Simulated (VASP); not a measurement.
# Ti (P-1) in VASP: a series of runs

The runs below take Ti through single point, with LDA.

Program: VASP 6.6.1. These are calculated values, not measurements. Logs are shortened: lines on timing, memory, paths and dates and some standing lists are left out, and cuts for length are marked.

## (1) The cell of the first run

The typed cell holds 1 atom: a = 2.850 Å, b = 2.869 Å, c = 2.892 Å, α = 60.89°, β = 60.32°, γ = 58.97°.

## (2) Single point, LDA

INCAR reads:

```
ALGO = Fast
EDIFF = 1E-7
ENCUT = 520
ISIF = 2
ISMEAR = 1
LASPH = T
LCHARG = T
LELF = T
LREAL = F
LVHAR = T
LWAVE = F
NBANDS = 12
NELM = 100
PREC = Accurate
SIGMA = 0.05
```

KPOINTS reads:

```
k-points
0
Gamma
  13 13 12
```

POSCAR reads:

```
Ti
1.0
    0.0217680000      1.9986910000      2.0313150000
    2.0064570000      0.0029940000      2.0500890000
    2.0395050000      2.0505140000     -0.0300550000
Ti
1
Direct
   -0.0156700000      0.0038100000      0.0066290000
```

Potentials or basis: VASP PAW LDA potentials, release 64 (Ti_sv).

Command:

```console
cat potpaw_LDA.64/Ti_sv/POTCAR > POTCAR
mpirun -np 1 vasp_std > vasp.out
```

OUTCAR:

```text
EDIFF = 1E-7
   ENCUT = 520
   ISIF = 2
   ISMEAR = 1
   LASPH = T
   LREAL = F
   NELM = 100
   PREC = Accurate

 ion  position               nearest neighbor table
   1  0.984  0.004  0.007-

  Warning from LATTYP: Got some problem with cell dimensions!
  Tried to take original basis but could not verify dimensions!
  LATTYP: Found a triclinic cell.
 ALAT       =     2.8498210801
 B/A-ratio  =     1.0148871558
 C/A-ratio  =     0.9876519367
 COS(alpha) =     0.0055260921
 COS(beta)  =     0.4871397222
 COS(gamma) =     0.4952071748

  Lattice vectors:

 A1 = (   0.0217680000,   1.9986910000,   2.0313150000)
 A2 = (   2.0395050000,   2.0505140000,  -0.0300550000)
 A3 = (  -1.9846890000,   1.9956970000,  -0.0187740000)

Analysis of symmetry for initial positions (statically):
=====================================================================
 Subroutine PRICEL returns:
 Original cell was already a primitive cell.

 Routine SETGRP: Setting up the symmetry group for a
 triclinic supercell.

 Subroutine GETGRP returns: Found  2 space group operations
 (whereof  1 operations were pure point group operations)
 out of a pool of  2 trial point group operations.

The static configuration has the point symmetry C_1 .
 The point group associated with its full space group is S_2 .

Analysis of symmetry for dynamics (positions and initial velocities):
=====================================================================
 Subroutine PRICEL returns:
 Original cell was already a primitive cell.

 Routine SETGRP: Setting up the symmetry group for a
 triclinic supercell.

 Subroutine GETGRP returns: Found  2 space group operations
 (whereof  1 operations were pure point group operations)
 out of a pool of  2 trial point group operations.

The dynamic configuration has the point symmetry C_1 .
 The point group associated with its full space group is S_2 .

 Subroutine INISYM returns: Found  2 space group operations
 (whereof  1 operations are pure point group operations),
 and found     1 'primitive' translations

----------------------------------------------------------------------------------------

                                     Primitive cell

  volume of cell :      16.7309

  direct lattice vectors                    reciprocal lattice vectors
     0.021768000  1.998691000  2.031315000    -0.251261938  0.253511952  0.245544100
     2.006457000  0.002994000  2.050089000     0.252546052 -0.247658126  0.240974267
     2.039505000  2.050514000 -0.030055000     0.244543003  0.240939312 -0.239690273

  length of vectors
     2.849821080  2.868578666  2.892246810     0.433235243  0.427998426  0.418693753

  position of ions in fractional coordinates (direct lattice)
     0.984330000  0.003810000  0.006629000

  ion indices of the primitive-cell ions
   primitive index   ion index
                 1           1

----------------------------------------------------------------------------------------

 KPOINTS: k-points

Automatic generation of k-mesh.
 Grid dimensions read from file:
 generate k-points for:   13   13   12

 Generating k-lattice:

  Cartesian coordinates                     Fractional coordinates (reciprocal lattice)
    -0.019327841  0.019500919  0.018888008     0.076923077  0.000000000  0.000000000
     0.019426619 -0.019050625  0.018536482    -0.000000000  0.076923077  0.000000000
     0.020378584  0.020078276 -0.019974189     0.000000000  0.000000000  0.083333333

  Length of vectors
     0.033325788  0.032922956  0.034891146

  Shift w.r.t. Gamma in fractional coordinates (k-lattice)
     0.000000000  0.000000000  0.000000000

 Subroutine IBZKPT returns following result:
 ===========================================

 Found   1015 irreducible k-points:

 Following reciprocal coordinates:
            Coordinates               Weight
  0.000000  0.000000  0.000000      1.000000
  0.076923  0.000000 -0.000000      2.000000
  0.153846  0.000000 -0.000000      2.000000
  0.230769 -0.000000 -0.000000      2.000000
  0.307692  0.000000 -0.000000      2.000000
  0.384615 -0.000000 -0.000000      2.000000
[... 16 lines left out ...]
  0.153846  0.153846 -0.000000      2.000000
  0.230769  0.153846 -0.000000      2.000000
 [... further k-points ...]
   k-points           NKPTS =   1015   k-points in BZ     NKDIM =   1015   number of bands    NBANDS=     12
   number of dos      NEDOS =    301   number of ions     NIONS =      1
   total plane-waves  NPLWV =  13824
   dimension x,y,z NGX =    24 NGY =   24 NGZ =   24
   dimension x,y,z NGXF=    48 NGYF=   48 NGZF=   48
   ions per type =               1
   NGX,Y,Z   is equivalent  to a cutoff of  14.00, 13.91, 13.80 a.u.
   NGXF,Y,Z  is equivalent  to a cutoff of  28.00, 27.82, 27.59 a.u.
 SYSTEM =  unknown system
   PREC   = accura    normal or accurate (medium, high low for compatibility)
   ISTART =      0    job   : 0-new  1-cont  2-samecut
   ICHARG =      2    charge: 1-file 2-atom 10-const
   ISPIN  =      1    spin polarized calculation?
   LNONCOLLINEAR =      F non collinear calculations
   LSORBIT =      F    spin-orbit coupling
   LASPH  =      T    aspherical Exc in radial PAW
   ENCUT  =  520.0 eV  38.22 Ry    6.18 a.u.   5.30  5.33  5.38*2*pi/ulx,y,z
   NELM   =    100;   NELMIN=  2; NELMDL= -5     # of ELM steps
   EDIFF  = 0.1E-06   stopping-criterion for ELM
   LREAL  =      F    real-space projection
   EDIFFG = 0.1E-05   stopping-criterion for IOM
   NSW    =      0    number of steps for IOM
   IBRION =     -1    ionic relax: 0-MD 1-quasi-New 2-CG
   NFREE  =      0    steps in history (QN), initial steepest desc. (CG)
   ISIF   =      2    stress and relaxation
   ISYM   =      2    0-nonsym 1-usesym 2-fastsym
   POTIM  = 0.5000    time-step for ionic-motion
   TEBEG  =    0.0;   TEEND  =   0.0 temperature during run
   PSTRESS=    0.0 pullay stress
   NELECT =      12.0000    total number of electrons
   NUPDOWN=      -1.0000    fix difference up-down
   EMIN   =  10.00;   EMAX   =-10.00  energy-range for DOS
   EFERMI =   0.00;   METHOD = LEGACY
   ISMEAR =     1;   SIGMA  =   0.05  broadening in eV -4-tet -1-fermi 0-gaus
   EFERMI_NEDOS =   21; number of points for ismear=-14 and -15
   IALGO  =     68    algorithm
   IMIX   =      4    mixing-type and parameters
     AMIX     =   0.40;   BMIX     =  1.00
     AMIX_MAG =   1.60;   BMIX_MAG =  1.00
  volume/ion in A,a.u.               =      16.73       112.91
  Fermi-wavevector in a.u.,A,eV,Ry     =   1.465422  2.769245 29.217970  2.147460
  Thomas-Fermi vector in A             =   2.581280
   LORBIT       =      0    0 simple, 1 ext, 2 COOP (PROOUT), +10 PAW based schemes
   GGA     = CA    functional components
   LHFCALC =     F    Hartree Fock is set to
   AEXX    =    0.0000 exact exchange contribution
   IVDW    =     0    specifies the selected vdW correction
   LEPSILON=     F    determine dielectric tensor
   LRPA    =     F    only Hartree local field effects (RPA)
 non-spin polarized calculation
 RMM-DIIS sequential band-by-band and
 Methfessel and Paxton  Order N= 1 SIGMA  =   0.05
  energy-cutoff  :      520.00
  volume of cell :       16.73
 maximum number of plane-waves:       470
 NGX is ok and might be reduce to    24
   NGX = 11   NGY = 11   NGZ = 11

 number of electron      12.0000001 magnetization

 Free energy of the ion-electron system (eV)
  ---------------------------------------------------
  ext. energy  EPLUGINS =         0.00000000
  ---------------------------------------------------
  free energy    TOTEN  =        -8.48271832 eV

  energy without entropy =       -8.48261447  energy(sigma->0) =       -8.48268370

 E-fermi :   8.3841     XC(G=0): -11.9645

 val. band max:        8.3839018953   @ k =   0.3077   0.3077   0.3333
 cond. band min:       8.3844746999   @ k =  -0.3077   0.1538   0.3333
 fundamental gap:      0.0005728046
 Fermi energy:         8.3841147353

 k-point     1 :       0.0000    0.0000    0.0000
  band No.  band energies     occupation
      1     -47.5814      2.00000
      2     -23.7893      2.00000
      3     -23.7574      2.00000
      4     -23.7370      2.00000
      5       2.2847      2.00000
      6       9.0261     -0.00000
      7       9.2421     -0.00000
      8       9.4591      0.00000
      9      10.8521      0.00000
     10      11.0395      0.00000
     11      23.9188      0.00000
     12      27.9366      0.00000

 k-point     2 :       0.0769    0.0000   -0.0000
  band No.  band energies     occupation
      1     -47.5721      2.00000
      2     -23.8020      2.00000
      3     -23.7800      2.00000
      4     -23.7636      2.00000
      5       2.4896      2.00000
      6       9.0861     -0.00000
      7       9.2900     -0.00000
      8       9.3876      0.00000
      9      10.7976      0.00000
     10      10.9743      0.00000
     11      24.1271      0.00000
     12      27.3988      0.00000

 k-point     3 :       0.1538    0.0000   -0.0000
  band No.  band energies     occupation
      1     -47.5463      2.00000
      2     -23.9246      2.00000
      3     -23.8075      2.00000
      4     -23.7836      2.00000
      5       3.0738      2.00000
      6       8.9363     -0.00000
      7       9.3304     -0.00000
      8       9.5534      0.00000
      9      10.7154      0.00000
     10      10.8535      0.00000
     11      24.3801      0.00000
     12      25.2896      0.00000

 k-point     4 :       0.2308   -0.0000   -0.0000
  band No.  band energies     occupation
      1     -47.5097      2.00000
      2     -24.1104      2.00000
      3     -23.8310      2.00000
      4     -23.8106      2.00000
      5       3.9347      2.00000
      6       8.6033     -0.00000
      7       9.3963      0.00000
      8       9.6465      0.00000
      9      10.8481      0.00000
     10      10.9149      0.00000
     11      22.6680      0.00000
     12      24.7573      0.00000

 k-point     5 :       0.3077    0.0000   -0.0000
  band No.  band energies     occupation
      1     -47.4705      2.00000
      2     -24.3043      2.00000
      3     -23.8566      2.00000
      4     -23.8377      2.00000
      5       4.8521      2.00000
      6       8.4806     -0.01998
      7       9.2594     -0.00000
      8       9.5106      0.00000
      9      11.2432      0.00000
     10      11.3335      0.00000
     11      20.5266      0.00000
     12      24.1671      0.00000
[... 228 lines left out ...]
      1     -47.5484      2.00000
      2     -23.9320      2.00000
      3     -23.8014      2.00000
      4     -23.7715      2.00000
      5       3.0541      2.00000
      6       8.8303     -0.00000
      7       9.3462     -0.00000
      8       9.5986      0.00000
      9      10.7603      0.00000
     10      10.8850      0.00000
     11      24.1523      0.00000
     12      25.2475      0.00000

 k-point    22 :       0.0769    0.1538   -0.0000
  band No.  band energies     occupation
      1     -47.5525      2.00000
      2     -23.8980      2.00000
      3     -23.8131      2.00000
      4     -23.7692      2.00000
      5       2.9756      2.00000
      6       8.7033     -0.00000
      7       9.4274      0.00000
      8       9.6917      0.00000
      9      10.4954      0.00000
     10      11.1217      0.00000
     11      24.4071      0.00000
     12      25.6658      0.00000

 k-point    23 :       0.1538    0.1538   -0.0000
  band No.  band energies     occupation
      1     -47.5401      2.00000
      2     -23.9329      2.00000
      3     -23.8371      2.00000
      4     -23.7932      2.00000
      5       3.2705      2.00000
      6       8.4591     -0.05528
      7       9.6440      0.00000
      8       9.9023      0.00000
      9      10.1497      0.00000
     10      11.2462      0.00000
     11      24.7659      0.00000
     12      25.8907      0.00000

 k-point    24 :       0.2308    0.1538   -0.0000
  band No.  band energies     occupation
      1     -47.5140      2.00000
      2     -24.0421      2.00000
      3     -23.8670      2.00000
      4     -23.8244      2.00000
      5       3.8945      2.00000
      6       8.1919      2.00000
      7       9.6553      0.00000
      8       9.9142      0.00000
      9      10.3146      0.00000
     10      11.3395      0.00000
     11      24.4731      0.00000
     12      24.9551      0.00000

 [... further k-points ...]
[... 5 lines left out ...]
  --------------------------------------------------------------------------------------
  -------------------------------------------------------------------------------------
  Total       -0.4924038     -0.4950519     -0.5697196     -0.1558505      0.1221200      0.0424850
  in kB      -47.1534982    -47.4070896    -54.5574007    -14.9245287     11.6944346      4.0684384
  external PRESSURE =     -49.7059962 kB  Pullay stress =       0.0000000 kB

 VOLUME and BASIS-vectors are now :
 -----------------------------------------------------------------------------
  energy-cutoff  :      520.00
  volume of cell :       16.73
      direct lattice vectors                 reciprocal lattice vectors
     0.021768000  1.998691000  2.031315000    -0.251261938  0.253511952  0.245544100
     2.006457000  0.002994000  2.050089000     0.252546052 -0.247658126  0.240974267
     2.039505000  2.050514000 -0.030055000     0.244543003  0.240939312 -0.239690273

 POSITION                                       TOTAL-FORCE (eV/Angst)
 -----------------------------------------------------------------------------------
      0.04259      1.98098      2.00710         0.000000      0.000000     -0.000000
 -----------------------------------------------------------------------------------
    total drift:                                0.000006      0.000004     -0.000009

  FREE ENERGIE OF THE ION-ELECTRON SYSTEM (eV)
  ---------------------------------------------------
  free  energy   TOTEN  =        -8.4827183182 eV

  energy  without entropy=       -8.4826144656  energy(sigma->0) =       -8.48268370
```

Run time: 15 min. Hardware: 1 thread of AMD EPYC, shared host; peak memory 0.26 GiB.

What came out:

```
Free energy            : -8.4827 eV
Pressure               : -5.0 GPa
Band gap on the k mesh : zero (band 6 reaches 9.09 eV, above the bottom of band 7 at 7.97 eV)
```

(Part 1 of 2 ends here.)
